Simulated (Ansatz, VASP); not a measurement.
Two plane-wave programs on Sn3Se

Contents of INCAR:

```
SYSTEM = Sn3Se
PREC     = Accurate       ! precision mode
ENCUT    = 520            ! plane-wave cutoff, eV
EDIFF    = 1E-6           ! SCF threshold, eV
ISMEAR   = -1             ! smearing method
SIGMA    = 0.05           ! smearing width, eV
LREAL    = .FALSE.        ! projectors in reciprocal space
LASPH    = .TRUE.         ! aspherical terms in the spheres
NELM     = 80             ! most SCF steps
ALGO     = Normal         ! electronic algorithm
ISIF     = 2              ! what is computed and relaxed
LWAVE    = .FALSE.        ! write WAVECAR
LCHARG   = .TRUE.         ! write CHGCAR
GGA      = PE             ! functional
LELF     = .TRUE.         ! ELF
LVHAR    = .TRUE.       
NBANDS   = 32             ! bands
```

Contents of KPOINTS:

```
Automatic mesh
0
G
  6 6 6
  0 0 0
```

POSCAR

```
Sn3Se
1.0
    0.0000000000      3.7080826276      3.7080826276
    3.7080826276      0.0000000000      3.7080826276
    3.7080826276      3.7080826276      0.0000000000
Sn Se
3 1
Direct
    0.5000000000      0.5000000000      0.5000000000
    0.7500000000      0.7500000000      0.7500000000
    0.2500000000      0.2500000000      0.2500000000
    0.0000000000      0.0000000000      0.0000000000
```

Contents of input.yaml:

```yaml
crystal:
  lattice:
    - [0.0, 3.7080826276, 3.7080826276]
    - [3.7080826276, 0.0, 3.7080826276]
    - [3.7080826276, 3.7080826276, 0.0]
  atoms:
    - { symbol: Sn, position: [0.5, 0.5, 0.5] }
    - { symbol: Sn, position: [0.75, 0.75, 0.75] }
    - { symbol: Sn, position: [0.25, 0.25, 0.25] }
    - { symbol: Se, position: [0.0, 0.0, 0.0] }
hamiltonian:
  xc: pbe
  pseudopotentials: { kind: paw }
kpoints:
  mp_grid: { grid: [6, 6, 6] }
scf:
  occupations: { method: fermi_dirac, width: 0.05 }
output:
  forces: true
  stress: true
  eigenvalues: true
  write_density: true
  write_potential: true
  elf: true
  volumetric_format: npy
```

Alike in both runs: task single point; functional PBE; k mesh 6 × 6 × 6; occupations fermi-dirac, width 0.05 eV; no spin polarisation.

|  | VASP | Ansatz |
| --- | --- | --- |
| version | VASP 6.6.1 | Ansatz 0.2.0 |
| potentials or method | VASP PAW PBE potentials, release 64 (Sn_d, Se) | Ansatz PAW |
| plane-wave cutoff (eV) | 520 | 420 |
| valence electrons in the cell | 48 | 58 |

```csv
,VASP,Ansatz,Ansatz less VASP
gap on the k mesh at the Fermi level (eV),none,none,-
pressure (GPa),0.8,0.8,+0.03
```

A gap of «none» marks a metal or a gap that the smearing closes. VASP's potentials hold 48 valence electrons a cell and Ansatz's 58, so a difference there can come from the potentials and not from the codes.
